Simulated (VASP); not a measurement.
Input of a VASP 6.6.1 run:

INCAR

```
ALGO     = Normal         # electronic algorithm
EDIFF    = 1E-8           # SCF threshold, eV
ENCUT    = 520            # plane-wave cutoff, eV
GGA      = PS             # functional
ISIF     = 2              # what is computed and relaxed
ISMEAR   = -1             # smearing method
LASPH    = True           # aspherical terms in the spheres
LCHARG   = False          # write CHGCAR
LEFG     = True         
LREAL    = False          # projectors in reciprocal space
LWAVE    = False          # write WAVECAR
NBANDS   = 12             # bands
NELM     = 100            # most SCF steps
PREC     = Accurate       # precision mode
SIGMA    = 0.08           # smearing width, eV
```

KPOINTS

```
k-points
0
Gamma
  13 13 13
```

File POSCAR:

```
Nb
1.0
   -0.0211500000      2.1044250000      2.1044250000
    2.1044250000     -0.0211500000      2.1044250000
    2.1044250000      2.1044250000     -0.0211500000
Nb
1
Direct
    0.0000000000      0.0000000000      0.0000000000
```

Potentials or basis: VASP PAW PBE potentials, release 64 (Nb_sv).

Run with:

```sh
$ cat potpaw_PBE.64/Nb_sv/POTCAR > POTCAR
$ mpirun -np 1 vasp_std > vasp.out
```

Problem. Predict the pressure.

Solution. -6.9 GPa.

Electric field gradients, principal values (V/Å²):
| atom | least | middle | greatest (by size) |
| --- | --- | --- | --- |
| 1 Nb | -1.145 | -1.145 | 2.290 |

Caveat: the cell differs from its parent crystal (equal xy, yz and zx shear strains of -1 %); without QUAD_EFG the Cq values of the log hold for a quadrupole moment of 1 mb, not for the nuclei; the PAW data sets were made with another functional, which shifts forces and pressure a little.
